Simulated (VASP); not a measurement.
A run of VASP 6.6.1:

The input INCAR:

```
  PREC = Accurate
  ENCUT = 520
  EDIFF = 1E-6
  ISMEAR = -1
  SIGMA = 0.1
  LREAL = F
  LASPH = T
  NELM = 80
  ALGO = Normal
  ISIF = 2
  LWAVE = F
  LCHARG = F
  GGA = PS
  NBANDS = 31
```

KPOINTS

```
regular mesh
0
Gamma
  4 4 4
```

The input POSCAR:

```
Cd3Pd
1.0
    4.2084790200      0.0000000000      0.0000000000
    0.0000000000      4.2084790200      0.0000000000
    0.0000000000      0.0000000000      4.2084790200
Cd Pd
3 1
Direct
    0.0000000000      0.5000000000      0.5000000000
    0.5000000000      0.0000000000      0.5000000000
    0.5000000000      0.5000000000      0.0000000000
    0.0000000000      0.0000000000      0.0000000000
```

Potentials or basis: VASP PAW PBE potentials, release 64 (Cd, Pd).

Run with:

```console
$ cat potpaw_PBE.64/Cd/POTCAR potpaw_PBE.64/Pd/POTCAR > POTCAR
$ mpirun -np 1 vasp_std > vasp.out
```

Hardware: 1 thread of Intel(R) Xeon(R) Platinum 8488C (Sapphire Rapids), on a shared host.

Question: Estimate the wall time of this run.

Answer: It took 12 s on 1 thread of Intel(R) Xeon(R) Platinum 8488C (Sapphire Rapids) (shared host), peak memory 0.18 GiB. Counts: scf iterations 13, k points 10.
